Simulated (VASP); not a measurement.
# SrO (P6_3mc) in VASP: notebook

SrO is run at these levels: LDA; tasks: single point.

Everything below comes from runs of VASP 6.6.1. Logs are shortened: lines on timing, memory, paths and dates and some standing lists are left out, and cuts for length are marked.

**1. The cell of the first run**

It takes space group P6_3mc (No. 186, hexagonal). Conventional cell: a = 4.023 Å, b = 4.023 Å, c = 5.822 Å, α = 90.00°, β = 90.00°, γ = 120.00°. Within 3.1 Å of Sr (site symmetry 3m) lie 5 O at 2.32 to 2.92 Å. O (site symmetry 3m) has 5 Sr at 2.32 to 2.92 Å within 3.1 Å.

**2. Single point, LDA**

Input file INCAR:

```
SYSTEM = SrO
  PREC = Accurate
  ENCUT = 520
  EDIFF = 1E-7
  ISMEAR = 0
  SIGMA = 0.05
  LREAL = .FALSE.
  LASPH = .TRUE.
  NELM = 100
  ALGO = Normal
  ISIF = 2
  LWAVE = .FALSE.
  LCHARG = .FALSE.
  GGA = CA
  NBANDS = 24
```

Input file KPOINTS:

```
regular mesh
0
G
  9 9 6
  0 0 0
```

Input file POSCAR:

```
SrO
1.0
    4.0233677962      0.0000000000      0.0000000000
   -2.0116838981      3.4843387203      0.0000000000
    0.0000000000      0.0000000000      5.8219207631
Sr O
2 2
Direct
    0.3333333333      0.6666666667      0.9381277000
    0.6666666667      0.3333333333      0.4381277000
    0.3333333333      0.6666666667      0.4368723000
    0.6666666667      0.3333333333      0.9368723000
```

Potentials or basis: VASP PAW LDA potentials, release 64 (Sr_sv, O).

Run with:

```sh
$ cat potpaw_LDA.64/Sr_sv/POTCAR potpaw_LDA.64/O/POTCAR > POTCAR
$ mpirun -np 1 vasp_std > vasp.out
```

OUTCAR:

```text
SYSTEM = SrO
   PREC = Accurate
   ENCUT = 520
   EDIFF = 1E-7
   ISMEAR = 0
   LREAL = .FALSE.
   LASPH = .TRUE.
   NELM = 100
   ISIF = 2
   GGA = CA

 ion  position               nearest neighbor table
   1  0.333  0.667  0.938-   4 2.32   4 2.32   4 2.32   3 2.90   3 2.92   2 3.72   2 3.72   2 3.72
                             2 3.72   2 3.72   2 3.72
   2  0.667  0.333  0.438-   3 2.32   3 2.32   3 2.32   4 2.90   4 2.92   1 3.72   1 3.72   1 3.72
                             1 3.72   1 3.72   1 3.72
   3  0.333  0.667  0.437-   2 2.32   2 2.32   2 2.32   1 2.90   1 2.92
   4  0.667  0.333  0.937-   1 2.32   1 2.32   1 2.32   2 2.90   2 2.92

  LATTYP: Found a hexagonal cell.
 ALAT       =     4.0233677962
 C/A-ratio  =     1.4470267343

  Lattice vectors:

 A1 = (   4.0233677962,   0.0000000000,   0.0000000000)
 A2 = (  -2.0116838981,   3.4843387203,   0.0000000000)
 A3 = (   0.0000000000,   0.0000000000,   5.8219207631)

Analysis of symmetry for initial positions (statically):
=====================================================================
 Subroutine PRICEL returns:
 Original cell was already a primitive cell.

 Routine SETGRP: Setting up the symmetry group for a
 hexagonal supercell.

 Subroutine GETGRP returns: Found 12 space group operations
 (whereof  6 operations were pure point group operations)
 out of a pool of 24 trial point group operations.

The static configuration has the point symmetry C_3v.
 The point group associated with its full space group is C_6v.

Analysis of symmetry for dynamics (positions and initial velocities):
=====================================================================
 Subroutine PRICEL returns:
 Original cell was already a primitive cell.

 Routine SETGRP: Setting up the symmetry group for a
 hexagonal supercell.

 Subroutine GETGRP returns: Found 12 space group operations
 (whereof  6 operations were pure point group operations)
 out of a pool of 24 trial point group operations.

The dynamic configuration has the point symmetry C_3v.
 The point group associated with its full space group is C_6v.

 Subroutine INISYM returns: Found 12 space group operations
 (whereof  6 operations are pure point group operations),
 and found     1 'primitive' translations

----------------------------------------------------------------------------------------

                                     Primitive cell

[... 87 lines left out ...]
   ICHARG =      2    charge: 1-file 2-atom 10-const
   ISPIN  =      1    spin polarized calculation?
   LNONCOLLINEAR =      F non collinear calculations
   LSORBIT =      F    spin-orbit coupling
   LASPH  =      T    aspherical Exc in radial PAW
   ENCUT  =  520.0 eV  38.22 Ry    6.18 a.u.   7.48  7.48 10.82*2*pi/ulx,y,z
   NELM   =    100;   NELMIN=  2; NELMDL= -5     # of ELM steps
   EDIFF  = 0.1E-06   stopping-criterion for ELM
   LREAL  =      F    real-space projection
   EDIFFG = 0.1E-05   stopping-criterion for IOM
   NSW    =      0    number of steps for IOM
   IBRION =     -1    ionic relax: 0-MD 1-quasi-New 2-CG
   NFREE  =      0    steps in history (QN), initial steepest desc. (CG)
   ISIF   =      2    stress and relaxation
   ISYM   =      2    0-nonsym 1-usesym 2-fastsym
   POTIM  = 0.5000    time-step for ionic-motion
   TEBEG  =    0.0;   TEEND  =   0.0 temperature during run
   PSTRESS=    0.0 pullay stress
   NELECT =      32.0000    total number of electrons
   NUPDOWN=      -1.0000    fix difference up-down
   EMIN   =  10.00;   EMAX   =-10.00  energy-range for DOS
   EFERMI =   0.00;   METHOD = LEGACY
   ISMEAR =     0;   SIGMA  =   0.05  broadening in eV -4-tet -1-fermi 0-gaus
   EFERMI_NEDOS =   21; number of points for ismear=-14 and -15
   IALGO  =     38    algorithm
   IMIX   =      4    mixing-type and parameters
     AMIX     =   0.40;   BMIX     =  1.00
     AMIX_MAG =   1.60;   BMIX_MAG =  1.00
  volume/ion in A,a.u.               =      20.40       137.69
  Fermi-wavevector in a.u.,A,eV,Ry     =   1.198209  2.264287 19.533960  1.435706
  Thomas-Fermi vector in A             =   2.334104
   LORBIT       =      0    0 simple, 1 ext, 2 COOP (PROOUT), +10 PAW based schemes
   GGA     = CA    functional components
   LHFCALC =     F    Hartree Fock is set to
   AEXX    =    0.0000 exact exchange contribution
   IVDW    =     0    specifies the selected vdW correction
   LEPSILON=     F    determine dielectric tensor
   LRPA    =     F    only Hartree local field effects (RPA)
 non-spin polarized calculation
 Gauss-broadening in eV      SIGMA  =   0.05
  energy-cutoff  :      520.00
  volume of cell :       81.62
 maximum number of plane-waves:      2230
 NGX is ok and might be reduce to    30
   NGX = 15   NGY = 15   NGZ = 21

 number of electron      32.0000005 magnetization

 Free energy of the ion-electron system (eV)
  ---------------------------------------------------
  ext. energy  EPLUGINS =         0.00000000
  ---------------------------------------------------
  free energy    TOTEN  =       -25.85821932 eV

  energy without entropy =      -25.85821932  energy(sigma->0) =      -25.85821932

 E-fermi :   0.8513     XC(G=0):  -9.4526

 val. band max:        0.6109235320   @ k =   0.3333   0.3333   0.0000
 cond. band min:       2.7242707463   @ k =   0.0000   0.0000   0.0000
 fundamental gap:      2.1133472144
 Fermi energy:         0.8512787448

 k-point     1 :       0.0000    0.0000    0.0000
  band No.  band energies     occupation
      1     -31.5568      2.00000
      2     -31.4501      2.00000
      3     -14.3351      2.00000
      4     -14.3179      2.00000
      5     -14.2558      2.00000
      6     -13.6940      2.00000
[... 637 lines left out ...]
     23       8.3342      0.00000
     24       9.6097      0.00000

 [... further k-points ...]
[... 5 lines left out ...]
  --------------------------------------------------------------------------------------
  -------------------------------------------------------------------------------------
  Total        2.5599132      2.5599132     -4.8516516      0.0000000      0.0000000      0.0000000
  in kB       50.2527025     50.2527025    -95.2409678      0.0000000      0.0000000      0.0000000
  external PRESSURE =       1.7548124 kB  Pullay stress =       0.0000000 kB

 VOLUME and BASIS-vectors are now :
 -----------------------------------------------------------------------------
  energy-cutoff  :      520.00
  volume of cell :       81.62
      direct lattice vectors                 reciprocal lattice vectors
     4.023367796  0.000000000  0.000000000     0.248547995  0.143499252  0.000000000
    -2.011683898  3.484338720  0.000000000     0.000000000  0.286998504  0.000000000
     0.000000000  0.000000000  5.821920763     0.000000000  0.000000000  0.171764619

 POSITION                                       TOTAL-FORCE (eV/Angst)
 -----------------------------------------------------------------------------------
     -0.00000      2.32289      5.46171        -0.000000     -0.000000      0.016035
      2.01168      1.16145      2.55074         0.000000      0.000000      0.016035
     -0.00000      2.32289      2.54344        -0.000000     -0.000000     -0.016035
      2.01168      1.16145      5.45440         0.000000     -0.000000     -0.016035
 -----------------------------------------------------------------------------------
    total drift:                               -0.000000      0.000000     -0.000083

  FREE ENERGIE OF THE ION-ELECTRON SYSTEM (eV)
  ---------------------------------------------------
  free  energy   TOTEN  =       -25.8582193230 eV

  energy  without entropy=      -25.8582193230  energy(sigma->0) =      -25.85821932
```

OSZICAR:

```text
N       E                     dE             d eps       ncg     rms          rms(c)
DAV:   1     0.196730705242E+03    0.19673E+03   -0.16306E+04  2304   0.125E+03
DAV:   2    -0.176682075521E+02   -0.21440E+03   -0.20101E+03  3112   0.293E+02
DAV:   3    -0.314547442014E+02   -0.13787E+02   -0.13697E+02  3728   0.674E+01
DAV:   4    -0.318525738937E+02   -0.39783E+00   -0.39760E+00  3112   0.956E+00
DAV:   5    -0.318584472764E+02   -0.58734E-02   -0.58733E-02  3352   0.105E+00    0.297E+01
DAV:   6    -0.263441347961E+02    0.55143E+01   -0.25988E+01  2544   0.278E+01    0.337E+01
DAV:   7    -0.260641984709E+02    0.27994E+00   -0.20301E+00  3056   0.872E+00    0.196E+01
DAV:   8    -0.258706278545E+02    0.19357E+00   -0.68416E-01  2568   0.537E+00    0.407E+00
DAV:   9    -0.258569813475E+02    0.13647E-01   -0.46796E-02  3120   0.145E+00    0.606E-01
DAV:  10    -0.258583809779E+02   -0.13996E-02   -0.54455E-03  2744   0.453E-01    0.266E-01
DAV:  11    -0.258581570645E+02    0.22391E-03   -0.14943E-03  3128   0.236E-01    0.601E-02
DAV:  12    -0.258582339153E+02   -0.76851E-04   -0.29388E-04  2816   0.883E-02    0.452E-02
DAV:  13    -0.258582192279E+02    0.14687E-04   -0.47198E-05  3192   0.424E-02    0.289E-02
DAV:  14    -0.258582193643E+02   -0.13639E-06   -0.53753E-06  2848   0.132E-02    0.245E-03
DAV:  15    -0.258582193230E+02    0.41336E-07   -0.30589E-07  3144   0.282E-03
   1 F= -.25858219E+02 E0= -.25858219E+02  d E =-.107010E-13
```

stdout:

```text
POSCAR found type information on POSCAR SrO
 POSCAR found :  2 types and       4 ions
 scaLAPACK will be used
 LDA part: xc-table for (Slater(with rela. corr.)+CA(PZ))
 , standard interpolation
 POSCAR, INCAR and KPOINTS ok, starting setup
 FFT: planning ... GRIDC
 FFT: planning ... GRID_SOFT
 FFT: planning ... GRID
 WAVECAR not read
 entering main loop
```

Wall time 2.2 min (1 thread of Intel Xeon 8259CL, shared host); peak memory 0.22 GiB.

What came out:

```yaml
Free_energy: -25.8582 eV
Pressure: 0.2 GPa
Largest_force: 0.016 eV/Å
Band_gap_on_the_k_mesh: 2.11 eV (least direct gap 2.58 eV)
```

Forces on the atoms (eV/Å):
```
Sr   0.000  0.000  0.016
Sr   0.000  0.000  0.016
O    0.000  0.000 -0.016
O    0.000  0.000 -0.016
```

Stress tensor (GPa, compression positive):
```
 5.03  0.00  0.00
 0.00  5.03  0.00
 0.00  0.00 -9.52
```

Levels at points of the mesh, in eV from the valence-band top:
```csv
k point,band 12,band 13,band 14,band 15,band 16,band 17,band 18,band 19,band 20,band 21
"(0.00, 0.00, 0.00)",-1.40,-1.26,-1.26,-1.04,-0.47,2.11,6.44,6.44,6.48,6.51
"(0.00, 0.00, 0.50)",-1.36,-1.36,-1.36,-1.33,-1.33,4.13,4.13,7.72,7.72,7.72
```

Caveat: an odd mesh through Γ misses points on the zone boundary, where band edges can lie.

[end of part 1 of 2]
